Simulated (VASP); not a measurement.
## Au: single point with PBEsol

Crystal: Au.

```xyz
2
Lattice="2.8130 0.0000 0.0000 -1.4065 2.4361 0.0000 0.0000 0.0000 5.0264" Properties=species:S:1:pos:R:3 pbc="T T T"
Au    0.0000    1.6241    3.7698
Au    1.4065    0.8120    1.2566
```

This cell differs from its parent crystal: strain -0.030 along x and y, +0.030 along z.

```yaml
Program: VASP 6.6.1
Task: single point
Functional: PBEsol
Potentials_or_basis: VASP PAW PBE potentials, release 64 (Au)
Cutoff: 520 eV
k_mesh: 18 × 18 × 10
Occupations: gaussian, width 0.15 eV
Spin: no spin polarisation
Dipole_correction: no
Further_INCAR_settings: ALGO = Fast; EDIFF = 1e-06; NBANDS = 18
```

- Pressure: -0.9 GPa
- Band gap on the k mesh: zero (bands 11 and 12 overlap by 6.95 eV)

Stress tensor (GPa, compression positive):
```
 0.80  0.00  0.00
 0.00  0.80  0.00
 0.00  0.00 -4.41
```

Levels at points of the mesh, in eV from the Fermi level:
```tsv
k point	band 7	band 8	band 9	band 10	band 11	band 12	band 13	band 14	band 15	band 16
(0.00, 0.00, 0.00)	-4.41	-3.29	-3.29	-2.23	-2.23	-1.62	1.79	14.42	14.85	16.67
(0.50, 0.00, 0.00)	-3.60	-2.16	-1.71	-1.59	0.43	1.77	5.30	6.83	6.95	10.96
(0.00, 0.00, 0.50)	-4.63	-4.63	-2.65	-2.65	-2.65	-2.65	9.11	9.11	15.16	15.16
(0.50, 0.00, 0.50)	-2.52	-2.52	-1.64	-1.64	0.41	0.41	4.05	4.05	12.22	12.22
```

Wall time 2.5 min on 1 thread of Intel Xeon 8259CL, with other jobs on the host, peak memory 0.24 GiB.

Caveat: the cell differs from its parent crystal (strain -0.030 along x and y, +0.030 along z); the PAW data sets were made with another functional, which shifts forces and pressure a little; spin-orbit coupling is left out, which moves the levels of the heavy elements.
